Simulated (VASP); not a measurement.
# Al2O3 (R-3c) in VASP: further runs

Runs on Al2O3. Level: PBE. Tasks: single point.

Program: VASP 6.6.1. These are calculated values, not measurements. Logs are shortened: lines on timing, memory, paths and dates and some standing lists are left out, and cuts for length are marked.

## 1. The cell of the first run

Symmetry: R-3c, No. 167, trigonal system. The conventional cell has a = 5.049 Å, b = 5.049 Å, c = 13.123 Å, α = 90.00°, β = 90.00°, γ = 120.00°. Within 2.7 Å of Al (site symmetry 3) lie 6 O at 1.95 to 2.05 Å and 1 Al at 2.68 Å. Within 2.9 Å of O (site symmetry 2) lie 4 Al at 1.95 to 2.05 Å and 8 O at 2.68 to 2.80 Å.

## 2. Single point, PBE (strain +0.050 along x and y, +0.000 along z)

Input file INCAR:

```
PREC = Accurate
ENCUT = 520
EDIFF = 1E-7
ISMEAR = 0
SIGMA = 0.05
LREAL = False
LASPH = True
NELM = 100
ALGO = Normal
ISIF = 2
LWAVE = False
LCHARG = False
GGA = PE
NBANDS = 35
```

Input file KPOINTS:

```
regular mesh
0
Gamma
  6 6 6
```

Input file POSCAR:

```
Al2O3
1.0
    2.5245721467      1.4575624084      4.3744828318
   -2.5245721467      1.4575624084      4.3744828318
    0.0000000000     -2.9151248170      4.3744828317
Al O
4 6
Direct
    0.8521479318      0.8521479318      0.8521479318
    0.6478520682      0.6478520682      0.6478520682
    0.1478520682      0.1478520682      0.1478520682
    0.3521479318      0.3521479318      0.3521479318
    0.0561765927      0.4438234073      0.7500000000
    0.7500000000      0.0561765927      0.4438234073
    0.4438234073      0.7500000000      0.0561765927
    0.9438234073      0.5561765927      0.2500000000
    0.2500000000      0.9438234073      0.5561765927
    0.5561765927      0.2500000000      0.9438234073
```

Potentials or basis: VASP PAW PBE potentials, release 64 (Al, O).

Started as:

```console
> cat potpaw_PBE.64/Al/POTCAR potpaw_PBE.64/O/POTCAR > POTCAR
> mpirun -np 1 vasp_std > vasp.out
```

OUTCAR:

```text
PREC = Accurate
   ENCUT = 520
   EDIFF = 1E-7
   ISMEAR = 0
   LREAL = False
   LASPH = True
   NELM = 100
   ISIF = 2
   GGA = PE

 ion  position               nearest neighbor table
   1  0.852  0.852  0.852-   8 1.95   9 1.95  10 1.95   6 2.05   7 2.05   5 2.05   2 2.68   3 2.96
                             3 2.96   3 2.96
   2  0.648  0.648  0.648-   8 1.95  10 1.95   9 1.95   7 2.05   6 2.05   5 2.05   1 2.68   4 2.96
                             4 2.96   4 2.96
   3  0.148  0.148  0.148-   5 1.95   6 1.95   7 1.95   9 2.05  10 2.05   8 2.05   4 2.68   1 2.96
                             1 2.96   1 2.96
   4  0.352  0.352  0.352-   5 1.95   7 1.95   6 1.95  10 2.05   9 2.05   8 2.05   3 2.68   2 2.96
                             2 2.96   2 2.96
   5  0.056  0.444  0.750-   3 1.95   4 1.95   1 2.05   2 2.05
   6  0.750  0.056  0.444-   3 1.95   4 1.95   1 2.05   2 2.05
   7  0.444  0.750  0.056-   4 1.95   3 1.95   2 2.05   1 2.05
   8  0.944  0.556  0.250-   1 1.95   2 1.95   3 2.05   4 2.05
   9  0.250  0.944  0.556-   1 1.95   2 1.95   3 2.05   4 2.05
  10  0.556  0.250  0.944-   2 1.95   1 1.95   4 2.05   3 2.05

  LATTYP: Found a trigonal (rhomboedric) cell.
 ALAT       =     5.2568101301
 COS(alpha) =     0.5387238649

  Lattice vectors:

 A1 = (   2.5245721467,   1.4575624084,   4.3744828318)
 A2 = (  -2.5245721467,   1.4575624084,   4.3744828318)
 A3 = (   0.0000000000,  -2.9151248170,   4.3744828317)

Analysis of symmetry for initial positions (statically):
=====================================================================
 Subroutine PRICEL returns:
 Original cell was already a primitive cell.

 Routine SETGRP: Setting up the symmetry group for a
 trigonal (rhombohedral) supercell.

 Subroutine GETGRP returns: Found 12 space group operations
 (whereof  6 operations were pure point group operations)
 out of a pool of 12 trial point group operations.

The static configuration has the point symmetry S_6 .
 The point group associated with its full space group is D_3d.

Analysis of symmetry for dynamics (positions and initial velocities):
=====================================================================
 Subroutine PRICEL returns:
 Original cell was already a primitive cell.

 Routine SETGRP: Setting up the symmetry group for a
 trigonal (rhombohedral) supercell.

 Subroutine GETGRP returns: Found 12 space group operations
 (whereof  6 operations were pure point group operations)
 out of a pool of 12 trial point group operations.

The dynamic configuration has the point symmetry S_6 .
 The point group associated with its full space group is D_3d.

 Subroutine INISYM returns: Found 12 space group operations
 (whereof  6 operations are pure point group operations),
 and found     1 'primitive' translations

----------------------------------------------------------------------------------------

                                     Primitive cell

  volume of cell :      96.5813

  direct lattice vectors                    reciprocal lattice vectors
     2.524572147  1.457562408  4.374482832     0.198053361  0.114346162  0.076199484
    -2.524572147  1.457562408  4.374482832    -0.198053361  0.114346162  0.076199484
     0.000000000 -2.915124817  4.374482832     0.000000000 -0.228692323  0.076199484

  length of vectors
     5.256810130  5.256810130  5.256810130     0.241052982  0.241052982  0.241052982

  position of ions in fractional coordinates (direct lattice)
     0.852147932  0.852147932  0.852147932
     0.647852068  0.647852068  0.647852068
     0.147852068  0.147852068  0.147852068
     0.352147932  0.352147932  0.352147932
     0.056176593  0.443823407  0.750000000
     0.750000000  0.056176593  0.443823407
     0.443823407  0.750000000  0.056176593
     0.943823407  0.556176593  0.250000000
     0.250000000  0.943823407  0.556176593
     0.556176593  0.250000000  0.943823407

  ion indices of the primitive-cell ions
   primitive index   ion index
                 1           1
                 2           2
                 3           3
                 4           4
                 5           5
                 6           6
                 7           7
                 8           8
                 9           9
                10          10

----------------------------------------------------------------------------------------

 KPOINTS: regular mesh

Automatic generation of k-mesh.
 Grid dimensions read from file:
 generate k-points for:    6    6    6

 Generating k-lattice:

  Cartesian coordinates                     Fractional coordinates (reciprocal lattice)
     0.033008894  0.019057694  0.012699914     0.166666667 -0.000000000  0.000000000
    -0.033008894  0.019057694  0.012699914    -0.000000000  0.166666667  0.000000000
     0.000000000 -0.038115387  0.012699914     0.000000000  0.000000000  0.166666667

  Length of vectors
     0.040175497  0.040175497  0.040175497

  Shift w.r.t. Gamma in fractional coordinates (k-lattice)
     0.000000000  0.000000000  0.000000000

 Subroutine IBZKPT returns following result:
 ===========================================

 Found     32 irreducible k-points:

 Following reciprocal coordinates:
            Coordinates               Weight
  0.000000  0.000000  0.000000      1.000000
  0.166667  0.000000 -0.000000      6.000000
  0.333333  0.000000  0.000000      6.000000
  0.500000  0.000000  0.000000      3.000000
  0.166667  0.166667 -0.000000      6.000000
  0.333333  0.166667  0.000000     12.000000
[... 16 lines left out ...]
  0.500000  0.500000  0.166667      6.000000
 -0.333333  0.500000  0.166667     12.000000
 [... further k-points ...]
   k-points           NKPTS =     32   k-points in BZ     NKDIM =     32   number of bands    NBANDS=     35
   number of dos      NEDOS =    301   number of ions     NIONS =     10
   total plane-waves  NPLWV =  64000
   dimension x,y,z NGX =    40 NGY =   40 NGZ =   40
   dimension x,y,z NGXF=    80 NGYF=   80 NGZF=   80
   ions per type =               4   6
   NGX,Y,Z   is equivalent  to a cutoff of  12.65, 12.65, 12.65 a.u.
   NGXF,Y,Z  is equivalent  to a cutoff of  25.30, 25.30, 25.30 a.u.
 SYSTEM =  unknown system
   PREC   = accura    normal or accurate (medium, high low for compatibility)
   ISTART =      0    job   : 0-new  1-cont  2-samecut
   ICHARG =      2    charge: 1-file 2-atom 10-const
   ISPIN  =      1    spin polarized calculation?
   LNONCOLLINEAR =      F non collinear calculations
   LSORBIT =      F    spin-orbit coupling
   LASPH  =      T    aspherical Exc in radial PAW
   ENCUT  =  520.0 eV  38.22 Ry    6.18 a.u.   9.77  9.77  9.77*2*pi/ulx,y,z
   NELM   =    100;   NELMIN=  2; NELMDL= -5     # of ELM steps
   EDIFF  = 0.1E-06   stopping-criterion for ELM
   LREAL  =      F    real-space projection
   EDIFFG = 0.1E-05   stopping-criterion for IOM
   NSW    =      0    number of steps for IOM
   IBRION =     -1    ionic relax: 0-MD 1-quasi-New 2-CG
   NFREE  =      0    steps in history (QN), initial steepest desc. (CG)
   ISIF   =      2    stress and relaxation
   ISYM   =      2    0-nonsym 1-usesym 2-fastsym
   POTIM  = 0.5000    time-step for ionic-motion
   TEBEG  =    0.0;   TEEND  =   0.0 temperature during run
   PSTRESS=    0.0 pullay stress
   NELECT =      48.0000    total number of electrons
   NUPDOWN=      -1.0000    fix difference up-down
   EMIN   =  10.00;   EMAX   =-10.00  energy-range for DOS
   EFERMI =   0.00;   METHOD = LEGACY
   ISMEAR =     0;   SIGMA  =   0.05  broadening in eV -4-tet -1-fermi 0-gaus
   EFERMI_NEDOS =   21; number of points for ismear=-14 and -15
   IALGO  =     38    algorithm
   IMIX   =      4    mixing-type and parameters
     AMIX     =   0.40;   BMIX     =  1.00
     AMIX_MAG =   1.60;   BMIX_MAG =  1.00
  volume/ion in A,a.u.               =       9.66        65.18
  Fermi-wavevector in a.u.,A,eV,Ry     =   1.296754  2.450510 22.879163  1.681571
  Thomas-Fermi vector in A             =   2.428190
   LORBIT       =      0    0 simple, 1 ext, 2 COOP (PROOUT), +10 PAW based schemes
   GGA     = PE    functional components
   LHFCALC =     F    Hartree Fock is set to
   AEXX    =    0.0000 exact exchange contribution
   IVDW    =     0    specifies the selected vdW correction
   LEPSILON=     F    determine dielectric tensor
   LRPA    =     F    only Hartree local field effects (RPA)
 non-spin polarized calculation
 Gauss-broadening in eV      SIGMA  =   0.05
  energy-cutoff  :      520.00
  volume of cell :       96.58
 maximum number of plane-waves:      2621
   NGX = 19   NGY = 19   NGZ = 19

 number of electron      48.0000012 magnetization

 Free energy of the ion-electron system (eV)
  ---------------------------------------------------
  ext. energy  EPLUGINS =         0.00000000
  ---------------------------------------------------
  free energy    TOTEN  =       -74.06835263 eV

  energy without entropy =      -74.06835263  energy(sigma->0) =      -74.06835263

 E-fermi :   5.3276     XC(G=0): -11.0762

 val. band max:        5.0372008818   @ k =   0.0000   0.0000   0.0000
 cond. band min:       9.3853007937   @ k =   0.0000   0.0000   0.0000
 fundamental gap:      4.3480999119
 Fermi energy:         5.3275734037

 k-point     1 :       0.0000    0.0000    0.0000
  band No.  band energies     occupation
      1     -13.5320      2.00000
      2     -11.4908      2.00000
      3     -11.4877      2.00000
      4     -11.4877      2.00000
      5     -11.1899      2.00000
      6     -11.1899      2.00000
[... 27 lines left out ...]
     34      16.4105      0.00000
     35      18.3004      0.00000

 k-point     2 :       0.1667    0.0000   -0.0000
  band No.  band energies     occupation
      1     -13.4157      2.00000
      2     -11.6865      2.00000
      3     -11.5012      2.00000
      4     -11.4175      2.00000
      5     -11.2428      2.00000
      6     -11.1888      2.00000
[... 828 lines left out ...]
 k-point    24 :      -0.3333    0.5000    0.1667
  band No.  band energies     occupation
      1     -12.4613      2.00000
      2     -12.1502      2.00000
      3     -11.9639      2.00000
      4     -11.8004      2.00000
      5     -11.2938      2.00000
      6     -11.1403      2.00000
[... 27 lines left out ...]
     34      17.0950      0.00000
     35      17.3271      0.00000

 [... further k-points ...]

------------------------ aborting loop because EDIFF is reached ----------------------------------------

  FORCE on cell =-STRESS in cart. coord.  units (eV):
  Direction    XX          YY          ZZ          XY          YZ          ZX
  --------------------------------------------------------------------------------------
  -------------------------------------------------------------------------------------
  Total      -14.9200668    -14.9200668     -4.3641140      0.0000000     -0.0000000      0.0000000
  in kB     -247.5075427   -247.5075427    -72.3958639      0.0000000     -0.0000000      0.0000000
  external PRESSURE =    -189.1369831 kB  Pullay stress =       0.0000000 kB

 VOLUME and BASIS-vectors are now :
 -----------------------------------------------------------------------------
  energy-cutoff  :      520.00
  volume of cell :       96.58
      direct lattice vectors                 reciprocal lattice vectors
     2.524572147  1.457562408  4.374482832     0.198053361  0.114346162  0.076199484
    -2.524572147  1.457562408  4.374482832    -0.198053361  0.114346162  0.076199484
     0.000000000 -2.915124817  4.374482832     0.000000000 -0.228692323  0.076199484

 POSITION                                       TOTAL-FORCE (eV/Angst)
 -----------------------------------------------------------------------------------
      0.00000     -0.00000     11.18312         0.000000     -0.000000      0.269999
      0.00000     -0.00000      8.50205         0.000000      0.000000     -0.269999
      0.00000     -0.00000      1.94033         0.000000      0.000000     -0.269999
      0.00000     -0.00000      4.62140         0.000000     -0.000000      0.269999
     -0.97864     -1.45756      5.46810        -0.211689     -0.000000     -0.000000
      1.75161     -0.11875      5.46810         0.105844     -0.183328     -0.000000
     -0.77296      1.57631      5.46810         0.105844      0.183328      0.000000
      0.97864      1.45756      7.65534         0.211689     -0.000000      0.000000
     -1.75161      0.11875      7.65534        -0.105844      0.183328      0.000000
      0.77296     -1.57631      7.65534        -0.105844     -0.183328     -0.000000
 -----------------------------------------------------------------------------------
    total drift:                               -0.000000     -0.000000      0.000000

  FREE ENERGIE OF THE ION-ELECTRON SYSTEM (eV)
  ---------------------------------------------------
  free  energy   TOTEN  =       -74.0683526252 eV

  energy  without entropy=      -74.0683526252  energy(sigma->0) =      -74.06835263
```

Run time: 81 s. Hardware: 1 thread of Intel Xeon 6975P-C (Granite Rapids), shared host; peak memory 0.27 GiB.

What came out:

```yaml
Free_energy: -74.0684 eV
Pressure: -18.9 GPa
Largest_force: 0.270 eV/Å
Band_gap_on_the_k_mesh: 4.35 eV
```

Forces on the atoms (eV/Å):
```
Al   0.000  0.000  0.270
Al   0.000  0.000 -0.270
Al   0.000  0.000 -0.270
Al   0.000  0.000  0.270
O   -0.212  0.000  0.000
O    0.106 -0.183  0.000
O    0.106  0.183  0.000
O    0.212  0.000  0.000
O   -0.106  0.183  0.000
O   -0.106 -0.183  0.000
```

Stress tensor (GPa, compression positive):
```
-24.75   0.00   0.00
  0.00 -24.75   0.00
  0.00   0.00  -7.24
```

Caveat: the cell differs from its parent crystal (strain +0.050 along x and y, +0.000 along z); the cell stands under tension.

## 3. Single point, PBE (strain +0.025 along x and y, +0.050 along z)

Input file INCAR:

```
SYSTEM = Al2O3
ALGO = Normal
EDIFF = 1E-6
ENCUT = 520
GGA = PE
ISIF = 2
ISMEAR = 0
LASPH = .TRUE.
LCHARG = .FALSE.
LREAL = .FALSE.
LWAVE = .FALSE.
NBANDS = 35
NELM = 80
PREC = Accurate
SIGMA = 0.05
```

Input file KPOINTS:

```
k-points
0
G
  6 6 6
  0 0 0
```

POSCAR: that of step 2 with these lines changed.

```diff
@@ -2,5 +2,5 @@
 1.0
-    2.5245721467      1.4575624084      4.3744828318
-   -2.5245721467      1.4575624084      4.3744828318
-    0.0000000000     -2.9151248170      4.3744828317
+    2.4644632860      1.4228585415      4.5932069734
+   -2.4644632860      1.4228585415      4.5932069734
+    0.0000000000     -2.8457170833      4.5932069733
 Al O
```

Potentials or basis: VASP PAW PBE potentials, release 64 (Al, O).

Started as:

```console
> cat potpaw_PBE.64/Al/POTCAR potpaw_PBE.64/O/POTCAR > POTCAR
> mpirun -np 1 vasp_std > vasp.out
```

It took 75 s on 1 thread of Intel Xeon 6975P-C (Granite Rapids), shared host; peak memory 0.27 GiB.

It converged, with:

| Property | Result |
| --- | --- |
| Free energy | -74.2208 eV |
| Pressure | -18.5 GPa |
| Largest force | 0.039 eV/Å |
| Band gap on the k mesh | 4.63 eV |

Forces on the atoms (eV/Å):
```
Al   0.000  0.000 -0.039
Al   0.000  0.000  0.039
Al   0.000  0.000  0.039
Al   0.000  0.000 -0.039
O   -0.023  0.000  0.000
O    0.011 -0.020  0.000
O    0.011  0.020  0.000
O    0.023  0.000  0.000
O   -0.011  0.020  0.000
O   -0.011 -0.020  0.000
```

Stress tensor (GPa, compression positive):
```
-16.19   0.00   0.00
  0.00 -16.19   0.00
  0.00   0.00 -23.10
```

Levels at points of the mesh, in eV from the valence-band top:
```tsv
k point	band 21	band 22	band 23	band 24	band 25	band 26	band 27	band 28
(0.00, 0.00, 0.00)	-0.38	-0.19	0.00	0.00	4.63	8.27	9.04	10.10
(0.50, 0.00, 0.00)	-0.78	-0.78	-0.27	-0.27	7.86	7.86	8.40	8.40
(0.50, 0.50, 0.00)	-0.85	-0.77	-0.70	-0.26	8.01	8.47	9.04	9.22
(0.50, 0.50, 0.50)	-0.26	-0.26	-0.26	-0.26	7.31	7.31	9.83	9.83
```

Caveat: the cell differs from its parent crystal (strain +0.025 along x and y, +0.050 along z); the cell stands under tension.

(Continued in part 2 of 2.)
